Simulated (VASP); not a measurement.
# Ti (P6_3/mmc) in VASP: further runs

Runs on Ti. Level: PBE. Tasks: single point.

All numbers are computed with VASP 6.6.1; they aren't measurements. Logs are shortened: lines on timing, memory, paths and dates and some standing lists are left out, and cuts for length are marked.

## Step 1: The cell of the first run

The structure is hexagonal, space group P6_3/mmc (No. 194). The conventional cell has a = 2.950 Å, b = 2.950 Å, c = 4.680 Å, α = 90.00°, β = 90.00°, γ = 120.00°. Ti (site symmetry -6m2) has 12 Ti at 2.89 to 2.95 Å within 3.8 Å.

## Step 2: Single point, PBE

Input file INCAR:

```
SYSTEM = Ti
PREC = Accurate ; ENCUT = 520
EDIFF = 1E-6 ; ISMEAR = 0
SIGMA = 0.020999999999999998 ; LREAL = .False.
LASPH = .True. ; NELM = 100
ALGO = Fast ; ISIF = 2
LWAVE = .False. ; LCHARG = .False.
GGA = PE ; NBANDS = 19
```

Input file KPOINTS:

```
Automatic mesh
0
Gamma
  10 10 6
  0 0 0
```

Input file POSCAR:

```
Ti
1.0
    2.9500000000      0.0000000000      0.0000000000
   -1.4750000000      2.5547749412      0.0000000000
    0.0000000000      0.0000000000      4.6800000000
Ti
2
Direct
    0.6666666667      0.3333333333      0.7500000000
    0.3333333333      0.6666666667      0.2500000000
```

Potentials or basis: VASP PAW PBE potentials, release 64 (Ti_sv).

On the command line:

```
> cat potpaw_PBE.64/Ti_sv/POTCAR > POTCAR
> mpirun -np 1 vasp_std > vasp.out
```

OUTCAR:

```text
SYSTEM = Ti
   PREC = Accurate
   ENCUT = 520
   EDIFF = 1E-6
   ISMEAR = 0
   LREAL = .False.
   LASPH = .True.
   NELM = 100
   ISIF = 2
   GGA = PE

 ion  position               nearest neighbor table
   1  0.667  0.333  0.750-   2 2.89   2 2.89   2 2.89   2 2.89   2 2.89   2 2.89
   2  0.333  0.667  0.250-   1 2.89   1 2.89   1 2.89   1 2.89   1 2.89   1 2.89

  LATTYP: Found a hexagonal cell.
 ALAT       =     2.9500000000
 C/A-ratio  =     1.5864406780

  Lattice vectors:

 A1 = (   2.9500000000,   0.0000000000,   0.0000000000)
 A2 = (  -1.4750000000,   2.5547749412,   0.0000000000)
 A3 = (   0.0000000000,   0.0000000000,   4.6800000000)

Analysis of symmetry for initial positions (statically):
=====================================================================
 Subroutine PRICEL returns:
 Original cell was already a primitive cell.

 Routine SETGRP: Setting up the symmetry group for a
 hexagonal supercell.

 Subroutine GETGRP returns: Found 24 space group operations
 (whereof 12 operations were pure point group operations)
 out of a pool of 24 trial point group operations.

The static configuration has the point symmetry D_3d.
 The point group associated with its full space group is D_6h.

Analysis of symmetry for dynamics (positions and initial velocities):
=====================================================================
 Subroutine PRICEL returns:
 Original cell was already a primitive cell.

 Routine SETGRP: Setting up the symmetry group for a
 hexagonal supercell.

 Subroutine GETGRP returns: Found 24 space group operations
 (whereof 12 operations were pure point group operations)
 out of a pool of 24 trial point group operations.

The dynamic configuration has the point symmetry D_3d.
 The point group associated with its full space group is D_6h.

 Subroutine INISYM returns: Found 24 space group operations
 (whereof 12 operations are pure point group operations),
 and found     1 'primitive' translations

----------------------------------------------------------------------------------------

                                     Primitive cell

  volume of cell :      35.2712

  direct lattice vectors                    reciprocal lattice vectors
     2.950000000  0.000000000  0.000000000     0.338983051  0.195711956  0.000000000
    -1.475000000  2.554774941  0.000000000     0.000000000  0.391423911  0.000000000
     0.000000000  0.000000000  4.680000000     0.000000000  0.000000000  0.213675214

  length of vectors
     2.950000000  2.950000000  4.680000000     0.391423911  0.391423911  0.213675214

  position of ions in fractional coordinates (direct lattice)
     0.666666667  0.333333333  0.750000000
     0.333333333  0.666666667  0.250000000

  ion indices of the primitive-cell ions
   primitive index   ion index
                 1           1
                 2           2

----------------------------------------------------------------------------------------

 KPOINTS: Automatic mesh

Automatic generation of k-mesh.
 Grid dimensions read from file:
 generate k-points for:   10   10    6

 Generating k-lattice:

  Cartesian coordinates                     Fractional coordinates (reciprocal lattice)
     0.033898305  0.019571196  0.000000000     0.100000000 -0.000000000  0.000000000
     0.000000000  0.039142391  0.000000000     0.000000000  0.100000000  0.000000000
     0.000000000  0.000000000  0.035612536     0.000000000  0.000000000  0.166666667

  Length of vectors
     0.039142391  0.039142391  0.035612536

  Shift w.r.t. Gamma in fractional coordinates (k-lattice)
     0.000000000  0.000000000  0.000000000

 Subroutine IBZKPT returns following result:
 ===========================================

 Found     56 irreducible k-points:

 Following reciprocal coordinates:
            Coordinates               Weight
  0.000000  0.000000  0.000000      1.000000
  0.100000  0.000000  0.000000      6.000000
  0.200000  0.000000  0.000000      6.000000
  0.300000  0.000000  0.000000      6.000000
  0.400000  0.000000  0.000000      6.000000
  0.500000  0.000000  0.000000      3.000000
[... 16 lines left out ...]
  0.300000  0.100000  0.166667     24.000000
  0.400000  0.100000  0.166667     24.000000
 [... further k-points ...]
   k-points           NKPTS =     56   k-points in BZ     NKDIM =     56   number of bands    NBANDS=     19
   number of dos      NEDOS =    301   number of ions     NIONS =      2
   total plane-waves  NPLWV =  20736
   dimension x,y,z NGX =    24 NGY =   24 NGZ =   36
   dimension x,y,z NGXF=    48 NGYF=   48 NGZF=   72
   ions per type =               2
   NGX,Y,Z   is equivalent  to a cutoff of  13.53, 13.53, 12.79 a.u.
   NGXF,Y,Z  is equivalent  to a cutoff of  27.05, 27.05, 25.58 a.u.
 SYSTEM =  Ti
   PREC   = accura    normal or accurate (medium, high low for compatibility)
   ISTART =      0    job   : 0-new  1-cont  2-samecut
   ICHARG =      2    charge: 1-file 2-atom 10-const
   ISPIN  =      1    spin polarized calculation?
   LNONCOLLINEAR =      F non collinear calculations
   LSORBIT =      F    spin-orbit coupling
   LASPH  =      T    aspherical Exc in radial PAW
   ENCUT  =  520.0 eV  38.22 Ry    6.18 a.u.   5.49  5.49  8.70*2*pi/ulx,y,z
   NELM   =    100;   NELMIN=  2; NELMDL= -5     # of ELM steps
   EDIFF  = 0.1E-05   stopping-criterion for ELM
   LREAL  =      F    real-space projection
   EDIFFG = 0.1E-04   stopping-criterion for IOM
   NSW    =      0    number of steps for IOM
   IBRION =     -1    ionic relax: 0-MD 1-quasi-New 2-CG
   NFREE  =      0    steps in history (QN), initial steepest desc. (CG)
   ISIF   =      2    stress and relaxation
   ISYM   =      2    0-nonsym 1-usesym 2-fastsym
   POTIM  = 0.5000    time-step for ionic-motion
   TEBEG  =    0.0;   TEEND  =   0.0 temperature during run
   PSTRESS=    0.0 pullay stress
   NELECT =      24.0000    total number of electrons
   NUPDOWN=      -1.0000    fix difference up-down
   EMIN   =  10.00;   EMAX   =-10.00  energy-range for DOS
   EFERMI =   0.00;   METHOD = LEGACY
   ISMEAR =     0;   SIGMA  =   0.02  broadening in eV -4-tet -1-fermi 0-gaus
   EFERMI_NEDOS =   21; number of points for ismear=-14 and -15
   IALGO  =     68    algorithm
   IMIX   =      4    mixing-type and parameters
     AMIX     =   0.40;   BMIX     =  1.00
     AMIX_MAG =   1.60;   BMIX_MAG =  1.00
  volume/ion in A,a.u.               =      17.64       119.01
  Fermi-wavevector in a.u.,A,eV,Ry     =   1.439920  2.721055 28.209912  2.073370
  Thomas-Fermi vector in A             =   2.558722
   LORBIT       =      0    0 simple, 1 ext, 2 COOP (PROOUT), +10 PAW based schemes
   GGA     = PE    functional components
   LHFCALC =     F    Hartree Fock is set to
   AEXX    =    0.0000 exact exchange contribution
   IVDW    =     0    specifies the selected vdW correction
   LEPSILON=     F    determine dielectric tensor
   LRPA    =     F    only Hartree local field effects (RPA)
 non-spin polarized calculation
 RMM-DIIS sequential band-by-band and
 Gauss-broadening in eV      SIGMA  =   0.02
  energy-cutoff  :      520.00
  volume of cell :       35.27
 maximum number of plane-waves:       973
 NGX is ok and might be reduce to    24
   NGX = 11   NGY = 11   NGZ = 17

 number of electron      24.0000002 magnetization

 Free energy of the ion-electron system (eV)
  ---------------------------------------------------
  ext. energy  EPLUGINS =         0.00000000
  ---------------------------------------------------
  free energy    TOTEN  =       -15.66540602 eV

  energy without entropy =      -15.66459344  energy(sigma->0) =      -15.66499973

 E-fermi :   8.1503     XC(G=0): -11.4270

 val. band max:        8.1396970379   @ k =   0.2000   0.0000   0.3333
 cond. band min:       8.1515701236   @ k =   0.1000   0.1000   0.1667
 fundamental gap:      0.0118730857
 Fermi energy:         8.1503056787

 k-point     1 :       0.0000    0.0000    0.0000
  band No.  band energies     occupation
      1     -48.7210      2.00000
      2     -48.5935      2.00000
      3     -25.2901      2.00000
      4     -24.6765      2.00000
      5     -24.6765      2.00000
      6     -24.6192      2.00000
[... 11 lines left out ...]
     18       9.7721      0.00000
     19      11.2602      0.00000

 k-point     2 :       0.1000    0.0000    0.0000
  band No.  band energies     occupation
      1     -48.7119      2.00000
      2     -48.5898      2.00000
      3     -25.2694      2.00000
      4     -24.7187      2.00000
      5     -24.6905      2.00000
      6     -24.6280      2.00000
[... 11 lines left out ...]
     18       9.6258      0.00000
     19      11.3362      0.00000

 k-point     3 :       0.2000    0.0000    0.0000
  band No.  band energies     occupation
      1     -48.6872      2.00000
      2     -48.5811      2.00000
      3     -25.2117      2.00000
      4     -24.8303      2.00000
      5     -24.7368      2.00000
      6     -24.7258      2.00000
[... 11 lines left out ...]
     18      10.0653      0.00000
     19      11.4768      0.00000

 k-point     4 :       0.3000    0.0000    0.0000
  band No.  band energies     occupation
      1     -48.6545      2.00000
      2     -48.5722      2.00000
      3     -25.1292      2.00000
      4     -24.9699      2.00000
      5     -24.8691      2.00000
      6     -24.7674      2.00000
[... 11 lines left out ...]
     18      10.7200      0.00000
     19      11.5868      0.00000

 k-point     5 :       0.4000    0.0000    0.0000
  band No.  band energies     occupation
      1     -48.6244      2.00000
      2     -48.5686      2.00000
      3     -25.0834      2.00000
      4     -25.0438      2.00000
      5     -24.9722      2.00000
      6     -24.7999      2.00000
[... 11 lines left out ...]
     18      11.4391      0.00000
     19      11.6462      0.00000

 k-point     6 :       0.5000    0.0000    0.0000
  band No.  band energies     occupation
      1     -48.6108      2.00000
      2     -48.5693      2.00000
      3     -25.1268      2.00000
      4     -25.0109      2.00000
      5     -24.9999      2.00000
      6     -24.8121      2.00000
[... 11 lines left out ...]
     18      11.6708      0.00000
     19      12.4420      0.00000

 k-point     7 :       0.1000    0.1000    0.0000
  band No.  band energies     occupation
      1     -48.6950      2.00000
      2     -48.5836      2.00000
      3     -25.2302      2.00000
      4     -24.7849      2.00000
      5     -24.7443      2.00000
      6     -24.6771      2.00000
[... 11 lines left out ...]
     18       9.9728      0.00000
     19      11.4160      0.00000

 k-point     8 :       0.2000    0.1000    0.0000
  band No.  band energies     occupation
      1     -48.6662      2.00000
      2     -48.5749      2.00000
      3     -25.1597      2.00000
      4     -24.8999      2.00000
      5     -24.8446      2.00000
      6     -24.7380      2.00000
[... 256 lines left out ...]
 k-point    20 :       0.5000    0.0000    0.1667
  band No.  band energies     occupation
      1     -48.6080      2.00000
      2     -48.5720      2.00000
      3     -25.1675      2.00000
      4     -25.0543      2.00000
      5     -24.9363      2.00000
      6     -24.8014      2.00000
[... 11 lines left out ...]
     18      11.6586      0.00000
     19      12.1575      0.00000

 k-point    21 :       0.1000    0.1000    0.1667
  band No.  band energies     occupation
      1     -48.6876      2.00000
      2     -48.5912      2.00000
      3     -25.1982      2.00000
      4     -24.7730      2.00000
      5     -24.7620      2.00000
      6     -24.7051      2.00000
[... 11 lines left out ...]
     18      10.0766      0.00000
     19      11.3823      0.00000

 k-point    22 :       0.2000    0.1000    0.1667
  band No.  band energies     occupation
      1     -48.6601      2.00000
      2     -48.5811      2.00000
      3     -25.1477      2.00000
      4     -24.8896      2.00000
      5     -24.8560      2.00000
      6     -24.7507      2.00000
[... 11 lines left out ...]
     18      10.5875      0.00000
     19      11.4553      0.00000

 k-point    23 :       0.3000    0.1000    0.1667
  band No.  band energies     occupation
      1     -48.6300      2.00000
      2     -48.5734      2.00000
      3     -25.1175      2.00000
      4     -24.9942      2.00000
      5     -24.9294      2.00000
      6     -24.7967      2.00000
[... 11 lines left out ...]
     18      11.1406      0.00000
     19      11.6584      0.00000

 k-point    24 :       0.4000    0.1000    0.1667
  band No.  band energies     occupation
      1     -48.6081      2.00000
      2     -48.5719      2.00000
      3     -25.1454      2.00000
      4     -25.0381      2.00000
      5     -24.9380      2.00000
      6     -24.8176      2.00000
[... 11 lines left out ...]
     18      11.5215      0.00000
     19      12.2267      0.00000

 [... further k-points ...]
[... 5 lines left out ...]
  --------------------------------------------------------------------------------------
  -------------------------------------------------------------------------------------
  Total       -0.3648426     -0.3648426     -0.4218112      0.0000000      0.0000000      0.0000000
  in kB      -16.5727899    -16.5727899    -19.1605582      0.0000000      0.0000000      0.0000000
  external PRESSURE =     -17.4353793 kB  Pullay stress =       0.0000000 kB

 VOLUME and BASIS-vectors are now :
 -----------------------------------------------------------------------------
  energy-cutoff  :      520.00
  volume of cell :       35.27
      direct lattice vectors                 reciprocal lattice vectors
     2.950000000  0.000000000  0.000000000     0.338983051  0.195711956  0.000000000
    -1.475000000  2.554774941  0.000000000     0.000000000  0.391423911  0.000000000
     0.000000000  0.000000000  4.680000000     0.000000000  0.000000000  0.213675214

 POSITION                                       TOTAL-FORCE (eV/Angst)
 -----------------------------------------------------------------------------------
      1.47500      0.85159      3.51000         0.000000      0.000000      0.000000
     -0.00000      1.70318      1.17000        -0.000000      0.000000      0.000000
 -----------------------------------------------------------------------------------
    total drift:                               -0.000000      0.000000     -0.000000

  FREE ENERGIE OF THE ION-ELECTRON SYSTEM (eV)
  ---------------------------------------------------
  free  energy   TOTEN  =       -15.6654060232 eV

  energy  without entropy=      -15.6645934406  energy(sigma->0) =      -15.66499973
```

It took 66 s on 1 thread of Intel Xeon 6975P-C, shared host; peak memory 0.17 GiB.

Results:

```yaml
Free_energy: -15.6654 eV
Pressure: -1.7 GPa
Band_gap_on_the_k_mesh: zero (band 12 reaches 8.94 eV, above the bottom of band 13 at 7.94 eV)
```

## Step 3: Single point, PBE

Input file INCAR:

```
SYSTEM = Ti
  PREC = Accurate
  ENCUT = 520
  EDIFF = 1E-6
  ISMEAR = 0
  SIGMA = 0.023
  LREAL = .False.
  LASPH = .True.
  NELM = 60
  ALGO = Normal
  ISIF = 2
  LWAVE = .False.
  LCHARG = .False.
  GGA = PE
  NBANDS = 19
```

KPOINTS is that of step 2.

POSCAR is that of step 2.

Potentials or basis: VASP PAW PBE potentials, release 64 (Ti_sv).

On the command line:

```
> cat potpaw_PBE.64/Ti_sv/POTCAR > POTCAR
> mpirun -np 1 vasp_std > vasp.out
```

It took 25 s on 1 thread of Intel Xeon 6975P-C, shared host; peak memory 0.17 GiB.

It converged, with:

```yaml
Free_energy: -15.6655 eV
Pressure: -1.7 GPa
Band_gap_on_the_k_mesh: zero (band 12 reaches 8.94 eV, above the bottom of band 13 at 7.94 eV)
```

Stress tensor (GPa, compression positive):
```
-1.57  0.00  0.00
 0.00 -1.57  0.00
 0.00  0.00 -1.84
```

Levels at points of the mesh, in eV from the Fermi level:
```csv
k point,band 9,band 10,band 11,band 12,band 13,band 14,band 15,band 16
"(0.00, 0.00, 0.00)",-6.15,-2.63,0.74,0.79,0.79,0.88,1.27,1.27
"(0.50, 0.00, 0.00)",-2.30,-2.09,-1.79,-0.62,0.50,0.63,1.17,3.30
"(0.00, 0.00, 0.50)",-4.32,-4.32,0.10,0.10,0.70,0.70,0.70,0.70
"(0.50, 0.00, 0.50)",-2.48,-2.48,-0.78,-0.78,1.31,1.31,1.72,1.72
```

(Part 1 of 2 ends here.)
